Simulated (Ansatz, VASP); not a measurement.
## YTiGeAs3 in VASP and in Ansatz

Contents of INCAR:

```
PREC = Accurate
ENCUT = 600
EDIFF = 1E-7
ISMEAR = 0
SIGMA = 0.1
LREAL = F
LASPH = T
NELM = 80
ALGO = Normal
ISIF = 3
LWAVE = F
LCHARG = F
GGA = PE
IBRION = 2
NSW = 100
EDIFFG = -0.01
```

KPOINTS

```
regular mesh
0
Gamma
  6 6 6
```

File POSCAR:

```
YTiGeAs3
1.0
    3.3830320691      1.9531944758      3.3544428678
   -3.3830320691      1.9531944758      3.3544428678
    0.0000000000     -3.9063889516      3.3544428678
Y Ti Ge As
1 1 1 3
Direct
    0.6626172149      0.6626172149      0.6626172149
    0.0214727242      0.0214727242      0.0214727242
    0.3541978148      0.3541978148      0.3541978148
    0.9312407050      0.1444976018      0.5375185592
    0.5375185592      0.9312407050      0.1444976018
    0.1444976018      0.5375185592      0.9312407050
```

Input for Ansatz:

```yaml
crystal:
  lattice:
    - [3.3830320691, 1.9531944758, 3.3544428678]
    - [-3.3830320691, 1.9531944758, 3.3544428678]
    - [0.0, -3.9063889516, 3.3544428678]
  atoms:
    - { symbol: "Y", position: [0.6626172149, 0.6626172149, 0.6626172149] }
    - { symbol: Ti, position: [0.0214727242, 0.0214727242, 0.0214727242] }
    - { symbol: Ge, position: [0.3541978148, 0.3541978148, 0.3541978148] }
    - { symbol: As, position: [0.931240705, 0.1444976018, 0.5375185592] }
    - { symbol: As, position: [0.5375185592, 0.931240705, 0.1444976018] }
    - { symbol: As, position: [0.1444976018, 0.5375185592, 0.931240705] }
basis:
  ecutwfc: 420
kpoints:
  mp_grid: { grid: [6, 6, 6] }
hamiltonian:
  xc: pbe
scf:
  occupations: { method: gaussian, width: 0.1 }
output:
  forces: true
  stress: true
  eigenvalues: true
  write_density: true
  write_potential: true
  elf: true
  volumetric_format: npy
relax:
  adjacent_minimum: "off"
  f_tol: 0.01
  max_steps: 80
  cell: { stress_tol: 0.05 }
```

Alike in both runs: task relaxation of cell and atoms; functional PBE; k mesh 6 × 6 × 6; occupations gaussian, width 0.1 eV; no spin polarisation.

|  | VASP | Ansatz |
| --- | --- | --- |
| version | VASP 6.6.1 | Ansatz 0.2.0 |
| potentials or method | VASP PAW PBE potentials, release 64 (Y_sv, Ti_sv, Ge_d, As), cutoff 600 eV | scalar-relativistic, plane waves, PAW |
| valence electrons in the cell | 52 | 82 |

Ansatz gave:

* gap on the k mesh at the Fermi level, each at its own relaxed structure (eV): none
* relaxed volume (Å³/atom): 22.15
* relaxed length of the cell vector where the two differ most in proportion (Å): 5.148

Estimate VASP's values.

gap on the k mesh at the Fermi level, each at its own relaxed structure (eV): none; relaxed volume (Å³/atom): 22.20; relaxed length of the cell vector where the two differ most in proportion (Å): 5.152.

A gap of «none» marks a metal or a gap that the smearing closes. VASP's potentials hold 52 valence electrons a cell and Ansatz's 82, so a difference there can come from the potentials and not from the codes.
